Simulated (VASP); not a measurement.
Set up this calculation in VASP 6.6.1, as the native input.

- Task: single point
- Functional: r2SCAN
- Potentials or basis: VASP PAW PBE potentials, release 64 (Mo_sv, S)
- Cutoff: 520 eV
- k mesh: 12 × 12 × 1
- Occupations: gaussian, width 0.02 eV
- Spin: no spin polarisation
- Dipole correction: no
- Further INCAR settings: ALGO = Normal; EDIFF = 1e-06; NBANDS = 64

The system is MoS2, a slab with vacuum.

```
CELL_PARAMETERS angstrom
3.18388 0.00000 0.00000
-1.59194 2.75732 0.00000
0.00000 0.00000 31.59339
ATOMIC_POSITIONS crystal
Mo 0.66667 0.33333 0.89706
Mo 0.66667 0.33333 0.30850
Mo 0.33333 0.66667 0.69150
Mo 0.33333 0.66667 0.10294
S 0.33333 0.66667 0.94623
S 0.33333 0.66667 0.35765
S 0.66667 0.33333 0.74066
S 0.66667 0.33333 0.15210
S 0.33333 0.66667 0.84790
S 0.33333 0.66667 0.25934
S 0.66667 0.33333 0.64235
S 0.66667 0.33333 0.05377
```

These files were run (other wordings do the same):

POSCAR

```
MoS2
1.0
    3.1838842974      0.0000000000      0.0000000000
   -1.5919421487      2.7573246843      0.0000000000
    0.0000000000      0.0000000000     31.5933912656
Mo S
4 8
Direct
    0.6666666667      0.3333333333      0.8970642492
    0.6666666667      0.3333333333      0.3085046842
    0.3333333333      0.6666666667      0.6914953158
    0.3333333333      0.6666666667      0.1029357508
    0.3333333333      0.6666666667      0.9462253732
    0.3333333333      0.6666666667      0.3576450252
    0.6666666667      0.3333333333      0.7406596108
    0.6666666667      0.3333333333      0.1520970953
    0.3333333333      0.6666666667      0.8479029047
    0.3333333333      0.6666666667      0.2593403892
    0.6666666667      0.3333333333      0.6423549748
    0.6666666667      0.3333333333      0.0537746268
```

INCAR.step1

```
  ALGO = Normal
  EDIFF = 1E-4
  ENCUT = 520
  GGA = PE
  ISMEAR = 0
  LASPH = True
  LCHARG = False
  LREAL = False
  LWAVE = True
  NBANDS = 64
  NELM = 80
  PREC = Accurate
  SIGMA = 0.02
```

INCAR.step2

```
  ALGO = Normal
  EDIFF = 1E-6
  ENCUT = 520
  ISIF = 2
  ISMEAR = 0
  ISTART = 1
  LASPH = True
  LCHARG = False
  LMIXTAU = True
  LREAL = False
  LWAVE = False
  METAGGA = R2SCAN
  NBANDS = 64
  NELM = 80
  PREC = Accurate
  SIGMA = 0.02
```

KPOINTS

```
k-points
0
Gamma
  12 12 1
```

Potentials or basis: VASP PAW PBE potentials, release 64 (Mo_sv, S).

The run is started by

```bash
$ cat potpaw_PBE.64/Mo_sv/POTCAR potpaw_PBE.64/S/POTCAR > POTCAR
$ cp INCAR.step1 INCAR
$ mpirun -np 1 vasp_std > vasp.out
$ cp INCAR.step2 INCAR
$ mpirun -np 1 vasp_std > vasp.out
```

It gave:

```yaml
Largest_force: 0.003 eV/Å
Band_gap_on_the_k_mesh: 1.24 eV (least direct gap 1.74 eV)
```

Caveat: there is no dipole correction, which matters where the two faces differ; the PAW data sets were made with another functional, which shifts forces and pressure a little.

Run time: 15 min on 1 thread of Intel(R) Xeon(R) 6975P-C (Granite Rapids), on a shared host, peak memory 0.5 GiB.
